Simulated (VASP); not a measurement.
# Al2Pt (Fm-3m) in VASP: a series of runs

The runs below take Al2Pt through single point, relaxation of cell and atoms, with PBE.

All numbers are computed with VASP 6.6.1; they aren't measurements. Logs are shortened: lines on timing, memory, paths and dates and some standing lists are left out, and cuts for length are marked.

### Step 1. The cell of the first run

The structure is cubic, space group Fm-3m (No. 225). Conventional cell: a = 5.947 Å, b = 5.947 Å, c = 5.947 Å, α = 90.00°, β = 90.00°, γ = 90.00°. Within 3.4 Å of Pt (site symmetry m-3m) lie 8 Al at 2.58 Å. Within 3.4 Å of Al (site symmetry -43m) lie 4 Pt at 2.58 Å and 6 Al at 2.97 Å.

### Step 2. Single point, PBE

The input, INCAR:

```
  PREC = Accurate
  ENCUT = 520
  EDIFF = 1E-6
  ISMEAR = -1
  SIGMA = 0.1
  LREAL = False
  LASPH = True
  NELM = 100
  ALGO = Normal
  ISIF = 2
  LWAVE = False
  LCHARG = False
  GGA = PE
  NBANDS = 15
```

The input, KPOINTS:

```
Automatic mesh
0
Gamma
  10 10 10
```

The input, POSCAR:

```
Al2Pt
1.0
    0.0000000000      2.9734183344      2.9734183344
    2.9734183344      0.0000000000      2.9734183344
    2.9734183344      2.9734183344      0.0000000000
Pt Al
1 2
Direct
    0.0000000000      0.0000000000      0.0000000000
    0.2500000000      0.2500000000      0.2500000000
    0.7500000000      0.7500000000      0.7500000000
```

Potentials or basis: VASP PAW PBE potentials, release 64 (Pt, Al).

On the command line:

```console
cat potpaw_PBE.64/Pt/POTCAR potpaw_PBE.64/Al/POTCAR > POTCAR
mpirun -np 1 vasp_std > vasp.out
```

OUTCAR:

```text
PREC = Accurate
   ENCUT = 520
   EDIFF = 1E-6
   ISMEAR = -1
   LREAL = False
   LASPH = True
   NELM = 100
   ISIF = 2
   GGA = PE

 ion  position               nearest neighbor table
   1  0.000  0.000  0.000-   3 2.58   3 2.58   3 2.58   2 2.58   3 2.58   2 2.58   2 2.58   2 2.58

   2  0.250  0.250  0.250-   1 2.58   1 2.58   1 2.58   1 2.58   3 2.97   3 2.97   3 2.97   3 2.97
                             3 2.97   3 2.97
   3  0.750  0.750  0.750-   1 2.58   1 2.58   1 2.58   1 2.58   2 2.97   2 2.97   2 2.97   2 2.97
                             2 2.97   2 2.97

  LATTYP: Found a face centered cubic cell.
 ALAT       =     5.9468366688

  Lattice vectors:

 A1 = (   0.0000000000,   2.9734183344,   2.9734183344)
 A2 = (   2.9734183344,   0.0000000000,   2.9734183344)
 A3 = (   2.9734183344,   2.9734183344,   0.0000000000)

Analysis of symmetry for initial positions (statically):
=====================================================================
 Subroutine PRICEL returns:
 Original cell was already a primitive cell.

 Routine SETGRP: Setting up the symmetry group for a
 face centered cubic supercell.

 Subroutine GETGRP returns: Found 48 space group operations
 (whereof 48 operations were pure point group operations)
 out of a pool of 48 trial point group operations.

The static configuration has the point symmetry O_h .

Analysis of symmetry for dynamics (positions and initial velocities):
=====================================================================
 Subroutine PRICEL returns:
 Original cell was already a primitive cell.

 Routine SETGRP: Setting up the symmetry group for a
 face centered cubic supercell.

 Subroutine GETGRP returns: Found 48 space group operations
 (whereof 48 operations were pure point group operations)
 out of a pool of 48 trial point group operations.

The dynamic configuration has the point symmetry O_h .

 Subroutine INISYM returns: Found 48 space group operations
 (whereof 48 operations are pure point group operations),
 and found     1 'primitive' translations

----------------------------------------------------------------------------------------

                                     Primitive cell

  volume of cell :      52.5773

  direct lattice vectors                    reciprocal lattice vectors
     0.000000000  2.973418334  2.973418334    -0.168156628  0.168156628  0.168156628
     2.973418334  0.000000000  2.973418334     0.168156628 -0.168156628  0.168156628
     2.973418334  2.973418334  0.000000000     0.168156628  0.168156628 -0.168156628

  length of vectors
[... 96 lines left out ...]
   NUPDOWN=      -1.0000    fix difference up-down
   EMIN   =  10.00;   EMAX   =-10.00  energy-range for DOS
   EFERMI =   0.00;   METHOD = LEGACY
   ISMEAR =    -1;   SIGMA  =   0.10  broadening in eV -4-tet -1-fermi 0-gaus
   EFERMI_NEDOS =   21; number of points for ismear=-14 and -15
   IALGO  =     38    algorithm
   IMIX   =      4    mixing-type and parameters
     AMIX     =   0.40;   BMIX     =  1.00
     AMIX_MAG =   1.60;   BMIX_MAG =  1.00
  volume/ion in A,a.u.               =      17.53       118.27
  Fermi-wavevector in a.u.,A,eV,Ry     =   1.101156  2.080883 16.497667  1.212544
  Thomas-Fermi vector in A             =   2.237579
   LORBIT       =      0    0 simple, 1 ext, 2 COOP (PROOUT), +10 PAW based schemes
   GGA     = PE    functional components
   LHFCALC =     F    Hartree Fock is set to
   AEXX    =    0.0000 exact exchange contribution
   IVDW    =     0    specifies the selected vdW correction
   LEPSILON=     F    determine dielectric tensor
   LRPA    =     F    only Hartree local field effects (RPA)
 non-spin polarized calculation
  energy-cutoff  :      520.00
  volume of cell :       52.58
 maximum number of plane-waves:      1428
   NGX = 15   NGY = 15   NGZ = 15

 number of electron      16.0000000 magnetization

 Free energy of the ion-electron system (eV)
  ---------------------------------------------------
  ext. energy  EPLUGINS =         0.00000000
  ---------------------------------------------------
  free energy    TOTEN  =       -16.27826147 eV

  energy without entropy =      -16.24109435  energy(sigma->0) =      -16.25967791

 E-fermi :   7.6769     XC(G=0): -10.6200

 val. band max:        7.6311760996   @ k =   0.5000   0.3000   0.1000
 cond. band min:       7.7674978373   @ k =   0.2000   0.0000   0.0000
 fundamental gap:      0.1363217378
 Fermi energy:         7.6769437082

 k-point     1 :       0.0000    0.0000    0.0000
  band No.  band energies     occupation
      1      -2.4161      2.00000
      2       2.7261      2.00000
      3       2.7261      2.00000
      4       2.7261      2.00000
      5       4.0610      2.00000
      6       4.0610      2.00000
      7      10.4959      0.00000
      8      11.4901      0.00000
      9      11.4901      0.00000
     10      11.4901      0.00000
     11      12.9863      0.00000
     12      12.9863      0.00000
     13      12.9863      0.00000
     14      13.9519      0.00000
[... 401 lines left out ...]
      2       1.8721      2.00000
      3       3.0462      2.00000
      4       3.4990      2.00000
      5       3.6759      2.00000
      6       4.4183      2.00000
      7       5.3607      2.00000
      8       7.0457      1.99638
      9       7.1112      1.99304
     10      10.8173      0.00000
     11      11.5067      0.00000
     12      15.1741      0.00000
     13      15.8956      0.00000
     14      16.5498      0.00000
     15      17.2933      0.00000

 [... further k-points ...]

------------------------ aborting loop because EDIFF is reached ----------------------------------------

  FORCE on cell =-STRESS in cart. coord.  units (eV):
  Direction    XX          YY          ZZ          XY          YZ          ZX
  --------------------------------------------------------------------------------------
  -------------------------------------------------------------------------------------
  Total       -0.0586518     -0.0586518     -0.0586518      0.0000000      0.0000000      0.0000000
  in kB       -1.7872843     -1.7872843     -1.7872843      0.0000000      0.0000000      0.0000000
  external PRESSURE =      -1.7872843 kB  Pullay stress =       0.0000000 kB

 VOLUME and BASIS-vectors are now :
 -----------------------------------------------------------------------------
  energy-cutoff  :      520.00
  volume of cell :       52.58
      direct lattice vectors                 reciprocal lattice vectors
     0.000000000  2.973418334  2.973418334    -0.168156628  0.168156628  0.168156628
     2.973418334  0.000000000  2.973418334     0.168156628 -0.168156628  0.168156628
     2.973418334  2.973418334  0.000000000     0.168156628  0.168156628 -0.168156628

 POSITION                                       TOTAL-FORCE (eV/Angst)
 -----------------------------------------------------------------------------------
      0.00000      0.00000      0.00000        -0.000000     -0.000000      0.000000
      1.48671      1.48671      1.48671        -0.000000     -0.000000     -0.000000
      4.46013      4.46013      4.46013         0.000000      0.000000      0.000000
 -----------------------------------------------------------------------------------
    total drift:                                0.000000     -0.000000      0.000000

  FREE ENERGIE OF THE ION-ELECTRON SYSTEM (eV)
  ---------------------------------------------------
  free  energy   TOTEN  =       -16.2782614743 eV

  energy  without entropy=      -16.2410943541  energy(sigma->0) =      -16.25967791
```

OSZICAR:

```text
N       E                     dE             d eps       ncg     rms          rms(c)
DAV:   1     0.449516193458E+02    0.44952E+02   -0.66392E+03  1482   0.905E+02
DAV:   2    -0.155167040527E+02   -0.60468E+02   -0.54578E+02  1740   0.164E+02
DAV:   3    -0.168264958919E+02   -0.13098E+01   -0.13031E+01  1852   0.227E+01
DAV:   4    -0.168374621710E+02   -0.10966E-01   -0.10965E-01  1655   0.243E+00
DAV:   5    -0.168376707221E+02   -0.20855E-03   -0.20855E-03  1922   0.349E-01    0.831E+00
DAV:   6    -0.163891712007E+02    0.44850E+00   -0.19124E+00  1676   0.124E+01    0.217E+00
DAV:   7    -0.163077776772E+02    0.81394E-01   -0.15446E-01  1613   0.370E+00    0.163E+00
DAV:   8    -0.162780601169E+02    0.29718E-01   -0.30918E-02  1725   0.146E+00    0.252E-01
DAV:   9    -0.162781019018E+02   -0.41785E-04   -0.14144E-03  1756   0.318E-01    0.162E-01
DAV:  10    -0.162782608987E+02   -0.15900E-03   -0.26390E-04  1592   0.111E-01    0.165E-02
DAV:  11    -0.162782594762E+02    0.14225E-05   -0.12252E-05  1865   0.330E-02    0.802E-03
DAV:  12    -0.162782615216E+02   -0.20454E-05   -0.46814E-06  1550   0.129E-02    0.158E-03
DAV:  13    -0.162782614743E+02    0.47343E-07   -0.14840E-07  1069   0.341E-03
   1 F= -.16278261E+02 E0= -.16259678E+02  d E =-.371671E-01
```

It took 16 s on 1 thread of Intel Xeon Platinum 8488C (Sapphire Rapids), shared host; peak memory 0.19 GiB.

What came out:

* Free energy: -16.2783 eV
* Pressure: -0.2 GPa
* Band gap on the k mesh: zero (band 8 reaches 11.49 eV, above the bottom of band 9 at 6.11 eV)

Levels at points of the mesh, in eV from the Fermi level:
```csv
k point,band 4,band 5,band 6,band 7,band 8,band 9,band 10,band 11,band 12,band 13
"(0.00, 0.00, 0.00)",-4.95,-3.62,-3.62,2.82,3.81,3.81,3.81,5.31,5.31,5.31
"(0.50, 0.00, 0.00)",-4.63,-3.64,-3.40,-3.40,1.02,1.02,3.74,5.08,5.08,5.21
"(0.50, 0.50, 0.00)",-3.71,-3.71,-3.35,-3.14,-1.56,-1.56,3.02,3.36,8.06,10.61
```

Caveat: spin-orbit coupling is left out, which moves the levels of the heavy elements.

### Step 3. Relaxation of cell and atoms, PBE

This run uses another cell than the first one, of 17.77 Å³/atom, 1.014 times its volume.

The input, INCAR:

```
SYSTEM = Al2Pt
PREC = Accurate ; ENCUT = 600
EDIFF = 1E-7 ; ISMEAR = -1
SIGMA = 0.1 ; LREAL = .FALSE.
LASPH = .TRUE. ; NELM = 60
ALGO = Normal ; ISIF = 3
LWAVE = .FALSE. ; LCHARG = .FALSE.
GGA = PE ; IBRION = 2
NSW = 80 ; EDIFFG = -0.03
```

The input, KPOINTS:

```
regular mesh
0
G
  10 10 10
  0 0 0
```

The input, POSCAR:

```
Al2Pt
1.0
    0.0000000000      2.9873000000      2.9873000000
    2.9873000000      0.0000000000      2.9873000000
    2.9873000000      2.9873000000      0.0000000000
Pt Al
1 2
Direct
    0.0000000000      0.0000000000      0.0000000000
    0.2500000000      0.2500000000      0.2500000000
    0.7500000000      0.7500000000      0.7500000000
```

Potentials or basis: VASP PAW PBE potentials, release 64 (Pt, Al).

On the command line:

```console
cat potpaw_PBE.64/Pt/POTCAR potpaw_PBE.64/Al/POTCAR > POTCAR
mpirun -np 1 vasp_std > vasp.out
```

OUTCAR:

```text
SYSTEM = Al2Pt
   PREC = Accurate
   ENCUT = 600
   EDIFF = 1E-7
   ISMEAR = -1
   LREAL = .FALSE.
   LASPH = .TRUE.
   NELM = 60
   ISIF = 3
   GGA = PE
   IBRION = 2
   NSW = 80
   EDIFFG = -0.03

 ion  position               nearest neighbor table
   1  0.000  0.000  0.000-   3 2.59   3 2.59   3 2.59   2 2.59   3 2.59   2 2.59   2 2.59   2 2.59

   2  0.250  0.250  0.250-   1 2.59   1 2.59   1 2.59   1 2.59   3 2.99   3 2.99   3 2.99   3 2.99
                             3 2.99   3 2.99
   3  0.750  0.750  0.750-   1 2.59   1 2.59   1 2.59   1 2.59   2 2.99   2 2.99   2 2.99   2 2.99
                             2 2.99   2 2.99

  LATTYP: Found a face centered cubic cell.
 ALAT       =     5.9746000000

  Lattice vectors:

 A1 = (   0.0000000000,   2.9873000000,   2.9873000000)
 A2 = (   2.9873000000,   0.0000000000,   2.9873000000)
 A3 = (   2.9873000000,   2.9873000000,   0.0000000000)

Analysis of symmetry for initial positions (statically):
=====================================================================
 Subroutine PRICEL returns:
 Original cell was already a primitive cell.

 Routine SETGRP: Setting up the symmetry group for a
 face centered cubic supercell.

 Subroutine GETGRP returns: Found 48 space group operations
 (whereof 48 operations were pure point group operations)
 out of a pool of 48 trial point group operations.

The static configuration has the point symmetry O_h .

[... 235 lines left out ...]
--------------------------------------- Ionic step        3  -------------------------------------------

 number of electron      16.0000001 magnetization

 Free energy of the ion-electron system (eV)
  ---------------------------------------------------
  ext. energy  EPLUGINS =         0.00000000
  ---------------------------------------------------
  free energy    TOTEN  =       -16.27829899 eV

  energy without entropy =      -16.24115663  energy(sigma->0) =      -16.25972781

 E-fermi :   7.6905     XC(G=0): -10.6252

 val. band max:        7.6447850175   @ k =   0.5000   0.3000   0.1000
 cond. band min:       7.7815001958   @ k =   0.2000   0.0000   0.0000
 fundamental gap:      0.1367151784
 Fermi energy:         7.6905415299

 k-point     1 :       0.0000    0.0000    0.0000
  band No.  band energies     occupation
      1      -2.4107      2.00000
      2       2.7337      2.00000
      3       2.7337      2.00000
      4       2.7337      2.00000
      5       4.0699      2.00000
      6       4.0699      2.00000
      7      10.5181      0.00000
      8      11.5047      0.00000
      9      11.5047      0.00000
     10      11.5047      0.00000
     11      13.0063      0.00000
     12      13.0063      0.00000
[... 331 lines left out ...]
 k-point    24 :       0.4000    0.3000    0.0000
  band No.  band energies     occupation
      1      -0.1893      2.00000
      2       1.8797      2.00000
      3       3.0539      2.00000
      4       3.5076      2.00000
      5       3.6848      2.00000
      6       4.4280      2.00000
      7       5.3727      2.00000
      8       7.0588      1.99640
      9       7.1236      1.99312
     10      10.8376      0.00000
     11      11.5227      0.00000
     12      15.1910      0.00000

 [... further k-points ...]
[... 5 lines left out ...]
  --------------------------------------------------------------------------------------
  -------------------------------------------------------------------------------------
  Total       -0.0041171     -0.0041171     -0.0041171      0.0000000     -0.0000000     -0.0000000
  in kB       -0.1256060     -0.1256060     -0.1256060      0.0000000     -0.0000000     -0.0000000
  external PRESSURE =      -0.1256060 kB  Pullay stress =       0.0000000 kB
[... 18 lines left out ...]
  FREE ENERGIE OF THE ION-ELECTRON SYSTEM (eV)
  ---------------------------------------------------
  free  energy   TOTEN  =       -16.2782989877 eV

  energy  without entropy=      -16.2411566306  energy(sigma->0) =      -16.25972781

 reached required accuracy - stopping structural energy minimisation
```

OSZICAR:

```text
N       E                     dE             d eps       ncg     rms          rms(c)
DAV:   1     0.561204898621E+02    0.56120E+02   -0.72937E+03  1144   0.127E+03
[... 25 lines left out ...]
DAV:   1    -0.163161059977E+02   -0.42969E-01   -0.54031E-01  1264   0.781E+00    0.119E+00
DAV:   2    -0.162807857145E+02    0.35320E-01   -0.20300E-01  1244   0.475E+00    0.344E-01
DAV:   3    -0.162785628318E+02    0.22229E-02   -0.92741E-03  1180   0.105E+00    0.124E-01
DAV:   4    -0.162783064170E+02    0.25641E-03   -0.93464E-04  1224   0.179E-01    0.373E-02
DAV:   5    -0.162783011662E+02    0.52508E-05   -0.15220E-04  1280   0.126E-01    0.245E-02
DAV:   6    -0.162782989611E+02    0.22051E-05   -0.22089E-05  1232   0.465E-02    0.441E-03
DAV:   7    -0.162782989877E+02   -0.26636E-07   -0.46946E-07  1356   0.548E-03
   3 F= -.16278299E+02 E0= -.16259728E+02  d E =-.484008E-02
```

Run time: 59 s. Hardware: 1 thread of Intel Xeon Platinum 8488C (Sapphire Rapids), shared host; peak memory 0.23 GiB.

What came out:

```yaml
Free_energy: -16.2783 eV
Relaxed_volume: 17.51 Å³/atom
Relaxed_cell: a = 4.203 Å, b = 4.203 Å, c = 4.203 Å, α = 60.00°, β = 60.00°, γ = 60.00°
Space_group_after_relaxing_to_0.05_Å: Fm-3m (No. 225)
Energy_gained_by_relaxing: 1.6 meV/atom
Ionic_steps: 3
Pressure_after_relaxing: 0.0 GPa
Band_gap_on_the_k_mesh: zero (band 8 reaches 11.50 eV, above the bottom of band 9 at 6.12 eV)
```

Step by step:
```
step  energy change (eV)  largest force (eV/Å)  pressure (GPa)  volume (Å³)
   1              0.0000                0.0000           -1.90        53.32
   2              0.0003                0.0000            2.08        51.71
   3             -0.0048                0.0000           -0.01        52.52
```

Final structure:
```cif
data_structure
_symmetry_space_group_name_H-M 'P 1'
_symmetry_Int_Tables_number 1
_cell_length_a 4.2034
_cell_length_b 4.2034
_cell_length_c 4.2034
_cell_angle_alpha 60.000
_cell_angle_beta 60.000
_cell_angle_gamma 60.000
_cell_volume 52.52
loop_
_atom_site_label
_atom_site_type_symbol
_atom_site_fract_x
_atom_site_fract_y
_atom_site_fract_z
_atom_site_occupancy
Pt1 Pt 0.00000 0.00000 0.00000 1
Al1 Al 0.25000 0.25000 0.25000 1
Al2 Al 0.75000 0.75000 0.75000 1
```

Levels at points of the mesh, in eV from the Fermi level:
```
           k point  band 6  band 7  band 8  band 9  band 10  band 11
(0.00, 0.00, 0.00)   -3.62    2.83    3.81    3.81     3.81     5.32
(0.50, 0.00, 0.00)   -3.41   -3.41    1.02    1.02     3.74     5.09
(0.50, 0.50, 0.00)   -3.36   -3.14   -1.57   -1.57     3.03     3.36
```

Caveat: spin-orbit coupling is left out, which moves the levels of the heavy elements.
